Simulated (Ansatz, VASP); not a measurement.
## MoS2: VASP beside Ansatz

The input INCAR:

```
ALGO     = Normal         # electronic algorithm
EDIFF    = 1E-7           # SCF threshold, eV
ENCUT    = 520            # plane-wave cutoff, eV
GGA      = PS             # functional
ISIF     = 2              # what is computed and relaxed
ISMEAR   = 0              # smearing method
LASPH    = T              # aspherical terms in the spheres
LCHARG   = F              # write CHGCAR
LREAL    = F              # projectors in reciprocal space
LWAVE    = F              # write WAVECAR
NBANDS   = 49             # bands
NELM     = 60             # most SCF steps
PREC     = Accurate       # precision mode
SIGMA    = 0.02           # smearing width, eV
```

KPOINTS

```
k-points
0
Gamma
  12 12 2
```

Contents of POSCAR:

```
MoS2
1.0
    3.1430697414      0.0000000000      0.0000000000
   -1.5715348707      2.7219782419      0.0000000000
    0.0000000000      0.0000000000     18.8551783036
Mo S
3 6
Direct
    0.0000000000      0.0000000000      0.0002317093
    0.6666666667      0.3333333333      0.3335650426
    0.3333333333      0.6666666667      0.6668983759
    0.3333333333      0.6666666667      0.2509161731
    0.6666666667      0.3333333333      0.0828511176
    0.0000000000      0.0000000000      0.5842495064
    0.3333333333      0.6666666667      0.4161844510
    0.6666666667      0.3333333333      0.9175828397
    0.0000000000      0.0000000000      0.7495177843
```

Input for Ansatz:

```yaml
crystal:
  lattice:
    - [3.1430697414, 0.0, 0.0]
    - [-1.5715348707, 2.7219782419, 0.0]
    - [0.0, 0.0, 18.8551783036]
  atoms:
    - { symbol: Mo, position: [0.0, 0.0, 0.0002317093] }
    - { symbol: Mo, position: [0.6666666667, 0.3333333333, 0.3335650426] }
    - { symbol: Mo, position: [0.3333333333, 0.6666666667, 0.6668983759] }
    - { symbol: S, position: [0.3333333333, 0.6666666667, 0.2509161731] }
    - { symbol: S, position: [0.6666666667, 0.3333333333, 0.0828511176] }
    - { symbol: S, position: [0.0, 0.0, 0.5842495064] }
    - { symbol: S, position: [0.3333333333, 0.6666666667, 0.416184451] }
    - { symbol: S, position: [0.6666666667, 0.3333333333, 0.9175828397] }
    - { symbol: S, position: [0.0, 0.0, 0.7495177843] }
basis:
  ecutwfc: 420
kpoints:
  mp_grid: { grid: [12, 12, 2] }
hamiltonian:
  xc: pbesol
scf:
  occupations: { method: gaussian, width: 0.02 }
output:
  forces: true
  stress: true
  eigenvalues: true
```

Alike in both runs: task single point; functional PBEsol; k mesh 12 × 12 × 2; occupations gaussian, width 0.02 eV; no spin polarisation.

|  | VASP | Ansatz |
| --- | --- | --- |
| version | VASP 6.6.1 | Ansatz 0.2.0 |
| potentials or method | VASP PAW PBE potentials, release 64 (Mo_sv, S), cutoff 520 eV | scalar-relativistic, plane waves, PAW |
| valence electrons in the cell | 78 | 78 |

Ansatz gave:

```
gap on the k mesh at the Fermi level (eV) : 1.01
least direct gap on the mesh (eV)         : 1.80
pressure (GPa)                            : 0.0
```

**Question.** What did VASP give for the same quantities?

**Answer.** gap on the k mesh at the Fermi level (eV): 1.02; least direct gap on the mesh (eV): 1.80; pressure (GPa): 0.0.

VASP's potentials were made for PBE, not for PBEsol. The functional is the same, so the differences come from potentials, cutoffs and numerics.
